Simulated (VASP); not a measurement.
Wanted: the native input for a VASP 6.6.1 run.

```
Task                   : single point
Functional             : revPBE
Potentials or basis    : VASP PAW PBE potentials, release 64 (Te)
Cutoff                 : 520 eV
k mesh                 : 11 × 11 × 11
Occupations            : fermi-dirac, width 0.1 eV
Spin                   : no spin polarisation
Dipole correction      : no
Further INCAR settings : ALGO = Normal; EDIFF = 1e-06; NBANDS = 9
```

The structure of Te lies in POSCAR:

```
Te
1.0
    3.1337875132      0.0000000000      0.0000000000
    0.0000000000      3.1337875132      0.0000000000
    0.0000000000      0.0000000000      3.1337875132
Te
1
Direct
    0.0000000000      0.0000000000      0.0000000000
```

This cell differs from its parent crystal: volume scaled by 0.92.

One way to write it, as run:

INCAR

```
SYSTEM = Te
PREC     = Accurate       ! precision mode
ENCUT    = 520            ! plane-wave cutoff, eV
EDIFF    = 1E-6           ! SCF threshold, eV
ISMEAR   = -1             ! smearing method
SIGMA    = 0.1            ! smearing width, eV
LREAL    = .False.        ! projectors in reciprocal space
LASPH    = .True.         ! aspherical terms in the spheres
NELM     = 100            ! most SCF steps
ALGO     = Normal         ! electronic algorithm
ISIF     = 2              ! what is computed and relaxed
LWAVE    = .False.        ! write WAVECAR
LCHARG   = .True.         ! write CHGCAR
GGA      = RE             ! functional
LELF     = .True.         ! ELF
LVHAR    = .True.       
NBANDS   = 9              ! bands
```

KPOINTS

```
Automatic mesh
0
Gamma
  11 11 11
  0 0 0
```

Potentials or basis: VASP PAW PBE potentials, release 64 (Te).

The run is started by

```sh
$ cat potpaw_PBE.64/Te/POTCAR > POTCAR
$ mpirun -np 1 vasp_std > vasp.out
```

Results of the run:

| Property | Result |
| --- | --- |
| Pressure | 4.7 GPa |
| Band gap on the k mesh | zero (band 3 reaches 10.06 eV, above the bottom of band 4 at 4.25 eV) |

Caveat: the PAW data sets were made with another functional, which shifts forces and pressure a little; spin-orbit coupling is left out, which moves the levels of the heavy elements.

It took 7.5 s on 1 thread of Intel(R) Xeon(R) Platinum 8259CL CPU @ 2.50GHz (Skylake/Cascade Lake) (shared host), peak memory 0.14 GiB.
